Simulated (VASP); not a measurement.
A run of VASP 6.6.1 is set up as follows.

Contents of INCAR:

```
SYSTEM = BaTiO3
PREC = Accurate ; ENCUT = 520
EDIFF = 1E-7 ; ISMEAR = 0
SIGMA = 0.02 ; LREAL = .FALSE.
LASPH = .TRUE. ; NELM = 100
ALGO = Normal ; ISIF = 2
LWAVE = .FALSE. ; LCHARG = .FALSE.
GGA = PE ; NBANDS = 28
```

KPOINTS

```
regular mesh
0
G
  8 8 6
  0 0 0
```

POSCAR

```
BaTiO3
1.0
    3.9854497941      0.0000000000      0.0000000000
    0.0000000000      3.9854497941      0.0000000000
    0.0000000000      0.0000000000      4.2004826522
Ba Ti O
1 1 3
Direct
    0.5000000000      0.5000000000      0.5912757181
    0.0000000000      0.0000000000      0.1084227154
    0.0000000000      0.5000000000      0.0602445495
    0.5000000000      0.0000000000      0.0602445495
    0.0000000000      0.0000000000      0.5398094574
```

Potentials or basis: VASP PAW PBE potentials, release 64 (Ba_sv, Ti_sv, O).

The run is started by

```bash
$ cat potpaw_PBE.64/Ba_sv/POTCAR potpaw_PBE.64/Ti_sv/POTCAR potpaw_PBE.64/O/POTCAR > POTCAR
$ mpirun -np 1 vasp_std > vasp.out
```

(1) Predict the band gap on the k mesh.

(2) What does it give for the pressure?

(3) What does it give for the largest force?

Results:

(1) 1.79 eV, indirect (least direct gap 2.35 eV).

(2) 1.6 GPa.

(3) 0.083 eV/Å.

Caveat: spin-orbit coupling is left out, which moves the levels of the heavy elements.
